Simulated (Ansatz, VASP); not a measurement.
# Two plane-wave programs on Ba3Rh

INCAR

```
PREC = Accurate
ENCUT = 620
EDIFF = 1E-6
ISMEAR = 0
SIGMA = 0.1
LREAL = False
LASPH = True
NELM = 120
ALGO = Normal
ISIF = 2
LWAVE = False
LCHARG = False
GGA = PE
NBANDS = 32
GGA_COMPAT = False
```

KPOINTS

```
regular mesh
0
Gamma
  4 4 4
```

The input POSCAR:

```
Ba3Rh
1.0
    4.9726917303      0.0000000000      0.0000000000
    0.0000000000      4.9726917303      0.0000000000
    0.0000000000      0.0000000000      4.9726917303
Ba Rh
3 1
Direct
    0.0000000000      0.5000000000      0.5000000000
    0.5000000000      0.0000000000      0.5000000000
    0.5000000000      0.5000000000      0.0000000000
    0.0000000000      0.0000000000      0.0000000000
```

Input for Ansatz:

```yaml
crystal:
  lattice:
    - [4.9726917303, 0.0, 0.0]
    - [0.0, 4.9726917303, 0.0]
    - [0.0, 0.0, 4.9726917303]
  atoms:
    - { symbol: Ba, position: [0.0, 0.5, 0.5] }
    - { symbol: Ba, position: [0.5, 0.0, 0.5] }
    - { symbol: Ba, position: [0.5, 0.5, 0.0] }
    - { symbol: Rh, position: [0.0, 0.0, 0.0] }
basis:
  ecutwfc: 420
kpoints:
  mp_grid: { grid: [4, 4, 4] }
hamiltonian:
  xc: pbe
scf:
  occupations: { method: gaussian, width: 0.1 }
  lower_state_search: "off"
output:
  forces: true
  stress: true
  eigenvalues: true
```

Alike in both runs: task single point; functional PBE; k mesh 4 × 4 × 4; occupations gaussian, width 0.1 eV; no spin polarisation.

```csv
,VASP,Ansatz
version,VASP 6.6.1,Ansatz 0.2.0
potentials or method,"VASP PAW PBE potentials, release 64 (Ba_sv, Rh_sv_GW), cutoff 620 eV","scalar-relativistic, plane waves, PAW"
valence electrons in the cell,47,47
```

|  | VASP | Ansatz | Ansatz less VASP |
| --- | --- | --- | --- |
| gap on the k mesh at the Fermi level (eV) | none | none | - |
| pressure (GPa) | 6.4 | 4.9 | -1.43 |

A gap of «none» marks a metal or a gap that the smearing closes.

Spin-orbit coupling is off throughout.
